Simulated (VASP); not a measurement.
A run of VASP 6.6.1 is set up as follows.

File POSCAR:

```
Ti
1.0
    0.0000000000      2.0578116752      1.9754992082
    2.0578116752      0.0000000000      1.9754992082
    2.0578116752      2.0578116752      0.0000000000
Ti
1
Direct
    0.0000000000      0.0000000000      0.0000000000
```

File INCAR.step1:

```
SYSTEM = Ti
PREC = Accurate ; ENCUT = 520
ISMEAR = 0 ; SIGMA = 0.15
LREAL = .False. ; LASPH = .True.
NELM = 100 ; NBANDS = 12
GGA = PE ; ALGO = Normal
EDIFF = 1E-4 ; LWAVE = .True.
LCHARG = .False.
```

File INCAR.step2:

```
SYSTEM = Ti
PREC = Accurate ; ENCUT = 520
EDIFF = 1E-6 ; ISMEAR = 0
SIGMA = 0.15 ; LREAL = .False.
LASPH = .True. ; NELM = 100
ALGO = Normal ; ISIF = 2
LWAVE = .False. ; LCHARG = .True.
METAGGA = R2SCAN ; LMIXTAU = .True.
LELF = .True. ; LVHAR = .True.
NBANDS = 12 ; ISTART = 1
```

The input KPOINTS:

```
regular mesh
0
Gamma
  22 22 22
  0 0 0
```

Potentials or basis: VASP PAW PBE potentials, release 64 (Ti_sv).

Run with:

```console
$ cat potpaw_PBE.64/Ti_sv/POTCAR > POTCAR
$ cp INCAR.step1 INCAR
$ mpirun -np 1 vasp_std > vasp.out
$ cp INCAR.step2 INCAR
$ mpirun -np 1 vasp_std > vasp.out
```

Problem. What does it give for the band gap on the k mesh?

Solution. Zero (band 6 reaches 9.61 eV, above the bottom of band 7 at 8.08 eV).

Problem. What does it give for the pressure?

Solution. 4.8 GPa.

Stress tensor (GPa, compression positive):
```
4.37 0.00 0.00
0.00 4.37 0.00
0.00 0.00 5.73
```

Caveat: the PAW data sets were made with another functional, which shifts forces and pressure a little.
